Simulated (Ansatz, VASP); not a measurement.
## TePb in VASP and in Ansatz

INCAR

```
PREC = Accurate
ENCUT = 520
EDIFF = 1E-7
ISMEAR = 0
SIGMA = 0.02
LREAL = F
LASPH = T
NELM = 80
ALGO = Normal
ISIF = 2
LWAVE = F
LCHARG = T
GGA = PS
LELF = T
LVHAR = T
NBANDS = 17
```

File KPOINTS:

```
Automatic mesh
0
Gamma
  11 11 11
```

The input POSCAR:

```
TePb
1.0
    0.0000000000      3.2310000000      3.2310000000
    3.2310000000      0.0000000000      3.2310000000
    3.2310000000      3.2310000000      0.0000000000
Pb Te
1 1
Direct
    0.0154750851      0.0154750851     -0.0154750851
    0.5000000000      0.5000000000      0.5000000000
```

Input for Ansatz:

```yaml
crystal:
  lattice:
    - [0.0, 3.231, 3.231]
    - [3.231, 0.0, 3.231]
    - [3.231, 3.231, 0.0]
  atoms:
    - { symbol: Pb, position: [0.0154750851, 0.0154750851, -0.0154750851] }
    - { symbol: Te, position: [0.5, 0.5, 0.5] }
hamiltonian:
  xc: pbesol
  pseudopotentials: { kind: paw }
kpoints:
  mp_grid: { grid: [11, 11, 11] }
scf:
  occupations: { method: gaussian, width: 0.02 }
  convergence: { dr2_threshold: 1.0e-09 }
basis:
  ecutwfc: 600
output:
  forces: true
  stress: true
```

Alike in both runs: task single point; functional PBEsol; k mesh 11 × 11 × 11; occupations gaussian, width 0.02 eV; no spin polarisation.

```csv
,VASP,Ansatz
version,VASP 6.6.1,Ansatz 0.2.0
potentials or method,"VASP PAW PBE potentials, release 64 (Pb_d, Te), cutoff 520 eV","scalar-relativistic, plane waves, PAW"
valence electrons in the cell,20,30
```

|  | VASP | Ansatz | Ansatz less VASP |
| --- | --- | --- | --- |
| pressure (GPa) | -0.3 | -0.3 | +0.02 |
| traceless stress, the component that is largest in VASP (GPa) | 0.25 | 0.24 | -0.003 |
| rms of the force components (eV/Å) | 0.037 | 0.036 | -0.0010 |

VASP's potentials were made for PBE, not for PBEsol. Atom by atom the forces differ by 0.001 eV/Å (rms over components). VASP's potentials hold 20 valence electrons a cell and Ansatz's 30, so a difference there can come from the potentials and not from the codes. Ansatz's warnings: stress scf threshold loose.

Spin-orbit coupling is off throughout.
